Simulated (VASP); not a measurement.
# SnO (P4/nmm) in VASP: single point with PBEsol+D3(BJ)

Aim: the single point of SnO with PBEsol+D3(BJ).

All numbers are computed with VASP 6.6.1; they aren't measurements. Logs are shortened: lines on timing, memory, paths and dates and some standing lists are left out, and cuts for length are marked.

**1. The cell of the first run**

The structure is tetragonal, space group P4/nmm (No. 129). The conventional cell has a = 3.484 Å, b = 3.484 Å, c = 5.760 Å, α = 90.00°, β = 90.00°, γ = 90.00°. Within 2.9 Å of Sn (site symmetry 4mm) lie 4 O at 2.22 Å. O (site symmetry -4m2) has 4 Sn at 2.22 Å and 4 O at 2.46 Å within 2.9 Å.

**2. Single point, PBEsol+D3(BJ)**

Contents of INCAR:

```
ALGO = Normal
EDIFF = 1E-6
ENCUT = 520
GGA = PS
ISIF = 2
ISMEAR = 0
IVDW = 12
LASPH = True
LCHARG = False
LREAL = False
LWAVE = False
NBANDS = 28
NELM = 100
PREC = Accurate
SIGMA = 0.15
```

Contents of KPOINTS:

```
k-points
0
Gamma
  14 14 12
```

Contents of POSCAR:

```
SnO
1.0
    3.4836217635      0.0000000000      0.0000000000
    0.0000000000      3.4836217635      0.0000000000
    0.0000000000      0.0000000000      5.7603454242
Sn O
2 2
Direct
    0.0000000000      0.5000000000      0.2385000000
    0.5000000000      0.0000000000      0.7615000000
    0.0000000000      0.0000000000      0.0000000000
    0.5000000000      0.5000000000      0.0000000000
```

Potentials or basis: VASP PAW PBE potentials, release 64 (Sn_d, O).

Run with:

```sh
$ cat potpaw_PBE.64/Sn_d/POTCAR potpaw_PBE.64/O/POTCAR > POTCAR
$ mpirun -np 1 vasp_std > vasp.out
```

OUTCAR:

```text
EDIFF = 1E-6
   ENCUT = 520
   GGA = PS
   ISIF = 2
   ISMEAR = 0
   IVDW = 12
   LASPH = True
   LREAL = False
   NELM = 100
   PREC = Accurate
 IVDW          = 12

 ion  position               nearest neighbor table
   1  0.000  0.500  0.239-   3 2.22   4 2.22   3 2.22   4 2.22   2 3.69   2 3.69   2 3.69   2 3.69

   2  0.500  0.000  0.761-   3 2.22   4 2.22   4 2.22   3 2.22   1 3.69   1 3.69   1 3.69   1 3.69

   3  0.000  0.000  0.000-   1 2.22   2 2.22   1 2.22   2 2.22
   4  0.500  0.500  0.000-   1 2.22   2 2.22   2 2.22   1 2.22

  LATTYP: Found a simple tetragonal cell.
 ALAT       =     3.4836217635
 C/A-ratio  =     1.6535507628

  Lattice vectors:

 A1 = (   3.4836217635,   0.0000000000,   0.0000000000)
 A2 = (   0.0000000000,   3.4836217635,   0.0000000000)
 A3 = (   0.0000000000,   0.0000000000,   5.7603454242)

Analysis of symmetry for initial positions (statically):
=====================================================================
 Subroutine PRICEL returns:
 Original cell was already a primitive cell.

 Routine SETGRP: Setting up the symmetry group for a
 simple tetragonal supercell.

 Subroutine GETGRP returns: Found 16 space group operations
 (whereof  8 operations were pure point group operations)
 out of a pool of 16 trial point group operations.

The static configuration has the point symmetry D_2d.
 The point group associated with its full space group is D_4h.

Analysis of symmetry for dynamics (positions and initial velocities):
=====================================================================
 Subroutine PRICEL returns:
 Original cell was already a primitive cell.

 Routine SETGRP: Setting up the symmetry group for a
 simple tetragonal supercell.

 Subroutine GETGRP returns: Found 16 space group operations
 (whereof  8 operations were pure point group operations)
 out of a pool of 16 trial point group operations.

The dynamic configuration has the point symmetry D_2d.
 The point group associated with its full space group is D_4h.

 Subroutine INISYM returns: Found 16 space group operations
 (whereof  8 operations are pure point group operations),
 and found     1 'primitive' translations

----------------------------------------------------------------------------------------

                                     Primitive cell

  volume of cell :      69.9054

  direct lattice vectors                    reciprocal lattice vectors
     3.483621763  0.000000000  0.000000000     0.287057571  0.000000000  0.000000000
     0.000000000  3.483621763  0.000000000     0.000000000  0.287057571  0.000000000
     0.000000000  0.000000000  5.760345424     0.000000000  0.000000000  0.173600700

  length of vectors
     3.483621763  3.483621763  5.760345424     0.287057571  0.287057571  0.173600700

  position of ions in fractional coordinates (direct lattice)
     0.000000000  0.500000000  0.238500000
     0.500000000  0.000000000  0.761500000
     0.000000000  0.000000000  0.000000000
     0.500000000  0.500000000  0.000000000

  ion indices of the primitive-cell ions
   primitive index   ion index
                 1           1
                 2           2
                 3           3
                 4           4

----------------------------------------------------------------------------------------

 KPOINTS: k-points

Automatic generation of k-mesh.
 Grid dimensions read from file:
 generate k-points for:   14   14   12

 Generating k-lattice:

  Cartesian coordinates                     Fractional coordinates (reciprocal lattice)
     0.020504112  0.000000000  0.000000000     0.071428571  0.000000000  0.000000000
     0.000000000  0.020504112  0.000000000     0.000000000  0.071428571  0.000000000
     0.000000000  0.000000000  0.014466725     0.000000000  0.000000000  0.083333333

  Length of vectors
     0.020504112  0.020504112  0.014466725

  Shift w.r.t. Gamma in fractional coordinates (k-lattice)
     0.000000000  0.000000000  0.000000000

 Subroutine IBZKPT returns following result:
 ===========================================

 Found    252 irreducible k-points:

 Following reciprocal coordinates:
            Coordinates               Weight
  0.000000  0.000000  0.000000      1.000000
  0.071429  0.000000  0.000000      4.000000
  0.142857  0.000000  0.000000      4.000000
  0.214286  0.000000  0.000000      4.000000
  0.285714  0.000000  0.000000      4.000000
  0.357143  0.000000  0.000000      4.000000
[... 16 lines left out ...]
  0.285714  0.214286  0.000000      8.000000
  0.357143  0.214286  0.000000      8.000000
 [... further k-points ...]
   k-points           NKPTS =    252   k-points in BZ     NKDIM =    252   number of bands    NBANDS=     28
   number of dos      NEDOS =    301   number of ions     NIONS =      4
   total plane-waves  NPLWV =  37632
   dimension x,y,z NGX =    28 NGY =   28 NGZ =   48
   dimension x,y,z NGXF=    56 NGYF=   56 NGZF=   96
   ions per type =               2   2
   NGX,Y,Z   is equivalent  to a cutoff of  13.36, 13.36, 13.85 a.u.
   NGXF,Y,Z  is equivalent  to a cutoff of  26.72, 26.72, 27.71 a.u.
 SYSTEM =  unknown system
   PREC   = accura    normal or accurate (medium, high low for compatibility)
   ISTART =      0    job   : 0-new  1-cont  2-samecut
   ICHARG =      2    charge: 1-file 2-atom 10-const
   ISPIN  =      1    spin polarized calculation?
   LNONCOLLINEAR =      F non collinear calculations
   LSORBIT =      F    spin-orbit coupling
   LASPH  =      T    aspherical Exc in radial PAW
   ENCUT  =  520.0 eV  38.22 Ry    6.18 a.u.   6.48  6.48 10.71*2*pi/ulx,y,z
   NELM   =    100;   NELMIN=  2; NELMDL= -5     # of ELM steps
   EDIFF  = 0.1E-05   stopping-criterion for ELM
   LREAL  =      F    real-space projection
   EDIFFG = 0.1E-04   stopping-criterion for IOM
   NSW    =      0    number of steps for IOM
   IBRION =     -1    ionic relax: 0-MD 1-quasi-New 2-CG
   NFREE  =      0    steps in history (QN), initial steepest desc. (CG)
   ISIF   =      2    stress and relaxation
   ISYM   =      2    0-nonsym 1-usesym 2-fastsym
   POTIM  = 0.5000    time-step for ionic-motion
   TEBEG  =    0.0;   TEEND  =   0.0 temperature during run
   PSTRESS=    0.0 pullay stress
   NELECT =      40.0000    total number of electrons
   NUPDOWN=      -1.0000    fix difference up-down
   EMIN   =  10.00;   EMAX   =-10.00  energy-range for DOS
   EFERMI =   0.00;   METHOD = LEGACY
   ISMEAR =     0;   SIGMA  =   0.15  broadening in eV -4-tet -1-fermi 0-gaus
   EFERMI_NEDOS =   21; number of points for ismear=-14 and -15
   IALGO  =     38    algorithm
   IMIX   =      4    mixing-type and parameters
     AMIX     =   0.40;   BMIX     =  1.00
     AMIX_MAG =   1.60;   BMIX_MAG =  1.00
  volume/ion in A,a.u.               =      17.48       117.94
  Fermi-wavevector in a.u.,A,eV,Ry     =   1.359121  2.568365 25.132801  1.847209
  Thomas-Fermi vector in A             =   2.485896
   LORBIT       =      0    0 simple, 1 ext, 2 COOP (PROOUT), +10 PAW based schemes
   GGA     = PS    functional components
   LHFCALC =     F    Hartree Fock is set to
   AEXX    =    0.0000 exact exchange contribution
   IVDW    =    12    specifies the selected vdW correction
   LEPSILON=     F    determine dielectric tensor
   LRPA    =     F    only Hartree local field effects (RPA)
 non-spin polarized calculation
 Gauss-broadening in eV      SIGMA  =   0.15
  energy-cutoff  :      520.00
  volume of cell :       69.91
 maximum number of plane-waves:      1918
 NGX is ok and might be reduce to    28
   NGX = 13   NGY = 13   NGZ = 21

 number of electron      39.9999998 magnetization

 Free energy of the ion-electron system (eV)
  ---------------------------------------------------
  ext. energy  EPLUGINS =         0.00000000
  ---------------------------------------------------
  free energy    TOTEN  =       -23.24082765 eV

  energy without entropy =      -23.24040303  energy(sigma->0) =      -23.24061534

 E-fermi :   6.8242     XC(G=0): -10.4786

 val. band max:        6.6995087426   @ k =   0.0000   0.0000   0.0000
 cond. band min:       6.8567349177   @ k =   0.5000   0.5000   0.0000
 fundamental gap:      0.1572261751
 Fermi energy:         6.8241736796

 k-point     1 :       0.0000    0.0000    0.0000
  band No.  band energies     occupation
      1     -14.8180      2.00000
      2     -14.5740      2.00000
      3     -14.4164      2.00000
      4     -14.3981      2.00000
      5     -14.3901      2.00000
      6     -14.3901      2.00000
[... 20 lines left out ...]
     27      14.4837      0.00000
     28      14.6822      0.00000

 k-point     2 :       0.0714    0.0000    0.0000
  band No.  band energies     occupation
      1     -14.8143      2.00000
      2     -14.5696      2.00000
      3     -14.4179      2.00000
      4     -14.4018      2.00000
      5     -14.3946      2.00000
      6     -14.3869      2.00000
[... 20 lines left out ...]
     27      14.5923      0.00000
     28      15.4599      0.00000

 k-point     3 :       0.1429    0.0000    0.0000
  band No.  band energies     occupation
      1     -14.8044      2.00000
      2     -14.5586      2.00000
      3     -14.4222      2.00000
      4     -14.4090      2.00000
      5     -14.4064      2.00000
      6     -14.4026      2.00000
[... 20 lines left out ...]
     27      14.7090      0.00000
     28      16.9155      0.00000

 k-point     4 :       0.2143    0.0000    0.0000
  band No.  band energies     occupation
      1     -14.7909      2.00000
      2     -14.5529      2.00000
      3     -14.4722      2.00000
      4     -14.4283      2.00000
      5     -14.4218      2.00000
      6     -14.4177      2.00000
[... 20 lines left out ...]
     27      14.8825      0.00000
     28      18.3163      0.00000

 k-point     5 :       0.2857    0.0000    0.0000
  band No.  band energies     occupation
      1     -14.7769      2.00000
      2     -14.5899      2.00000
      3     -14.4935      2.00000
      4     -14.4369      2.00000
      5     -14.4349      2.00000
      6     -14.4269      2.00000
[... 20 lines left out ...]
     27      15.1163      0.00000
     28      18.9828      0.00000

 k-point     6 :       0.3571    0.0000    0.0000
  band No.  band energies     occupation
      1     -14.7632      2.00000
      2     -14.6469      2.00000
      3     -14.4841      2.00000
      4     -14.4489      2.00000
      5     -14.4406      2.00000
      6     -14.4352      2.00000
[... 463 lines left out ...]
      5     -14.4516      2.00000
      6     -14.4516      2.00000
[... 20 lines left out ...]
     27      15.8386      0.00000
     28      15.8386      0.00000

 k-point    22 :       0.2143    0.2143    0.0000
  band No.  band energies     occupation
      1     -14.7744      2.00000
      2     -14.5915      2.00000
      3     -14.5010      2.00000
      4     -14.4421      2.00000
      5     -14.4360      2.00000
      6     -14.4328      2.00000
[... 20 lines left out ...]
     27      16.7476      0.00000
     28      16.8342      0.00000

 k-point    23 :       0.2857    0.2143    0.0000
  band No.  band energies     occupation
      1     -14.7692      2.00000
      2     -14.6450      2.00000
      3     -14.4791      2.00000
      4     -14.4499      2.00000
      5     -14.4456      2.00000
      6     -14.4365      2.00000
[... 20 lines left out ...]
     27      15.8701      0.00000
     28      16.3593      0.00000

 k-point    24 :       0.3571    0.2143    0.0000
  band No.  band energies     occupation
      1     -14.7660      2.00000
      2     -14.6919      2.00000
      3     -14.4605      2.00000
      4     -14.4564      2.00000
      5     -14.4542      2.00000
      6     -14.4376      2.00000
[... 20 lines left out ...]
     27      15.2288      0.00000
     28      15.9949      0.00000

 [... further k-points ...]

------------------------ aborting loop because EDIFF is reached ----------------------------------------

 Edisp (eV)   -0.86295

 E8    (eV) :    -0.5706

  FORCE on cell =-STRESS in cart. coord.  units (eV):
  Direction    XX          YY          ZZ          XY          YZ          ZX
  --------------------------------------------------------------------------------------
  -------------------------------------------------------------------------------------
  Total       4.51539     4.51539    -7.67237     0.00000     0.00000     0.00000
  in kB     103.48916   103.48916  -175.84481     0.00000     0.00000     0.00000
  external pressure =       10.38 kB  Pullay stress =        0.00 kB

 VOLUME and BASIS-vectors are now :
 -----------------------------------------------------------------------------
  energy-cutoff  :      520.00
  volume of cell :       69.91
      direct lattice vectors                 reciprocal lattice vectors
     3.483621763  0.000000000  0.000000000     0.287057571  0.000000000  0.000000000
     0.000000000  3.483621763  0.000000000     0.000000000  0.287057571  0.000000000
     0.000000000  0.000000000  5.760345424     0.000000000  0.000000000  0.173600700

 POSITION                                       TOTAL-FORCE (eV/Angst)
 -----------------------------------------------------------------------------------
      0.00000      1.74181      1.37384         0.000000     -0.000000     -2.302044
      1.74181      0.00000      4.38650        -0.000000      0.000000      2.302044
      0.00000      0.00000      0.00000        -0.000000     -0.000000      0.000000
      1.74181      1.74181      0.00000        -0.000000      0.000000      0.000000
 -----------------------------------------------------------------------------------
    total drift:                                0.000000      0.000000      0.000000

  FREE ENERGIE OF THE ION-ELECTRON SYSTEM (eV)
  ---------------------------------------------------
  free  energy   TOTEN  =       -24.1037824633 eV

  energy  without entropy=      -24.1033578428  energy(sigma->0) =      -24.10357015
```

Wall time 5.6 min (1 thread of Intel Xeon Platinum 8259CL at 2.50GHz (Skylake/Cascade Lake), shared host); peak memory 0.5 GiB.

What came out:

```yaml
Free_energy: -24.1038 eV
Pressure: 1.0 GPa
Largest_force: 2.302 eV/Å
Band_gap_on_the_k_mesh: 0.16 eV, indirect (least direct gap 0.80 eV)
Dispersion_energy_per_atom: -0.216 eV
```

Forces on the atoms (eV/Å):
```
Sn   0.000  0.000 -2.302
Sn   0.000  0.000  2.302
O    0.000  0.000  0.000
O    0.000  0.000  0.000
```

Levels at points of the mesh, in eV from the valence-band top:
| k point | band 16 | band 17 | band 18 | band 19 | band 20 | band 21 | band 22 | band 23 | band 24 | band 25 |
| --- | --- | --- | --- | --- | --- | --- | --- | --- | --- | --- |
| (0.00, 0.00, 0.00) | -5.22 | -2.88 | -1.32 | -1.32 | 0.00 | 3.12 | 5.08 | 5.67 | 5.67 | 5.75 |
| (0.50, 0.00, 0.00) | -4.70 | -3.49 | -3.49 | -2.72 | -2.72 | 2.33 | 2.33 | 6.80 | 6.80 | 7.16 |
| (0.50, 0.50, 0.00) | -5.13 | -1.81 | -1.81 | -0.64 | -0.64 | 0.16 | 0.16 | 3.88 | 3.88 | 5.43 |
| (0.00, 0.00, 0.50) | -4.21 | -3.34 | -2.89 | -1.33 | -1.33 | 4.16 | 4.19 | 4.19 | 5.86 | 7.96 |
| (0.50, 0.00, 0.50) | -4.59 | -3.48 | -3.48 | -1.90 | -1.90 | 1.32 | 1.32 | 6.96 | 6.96 | 7.19 |
| (0.50, 0.50, 0.50) | -5.35 | -2.14 | -2.14 | -0.64 | -0.64 | 2.19 | 2.19 | 2.60 | 2.60 | 5.83 |

Caveat: the PAW data sets were made with another functional, which shifts forces and pressure a little; spin-orbit coupling is left out, which moves the levels of the heavy elements. A k mesh can miss the band edges.
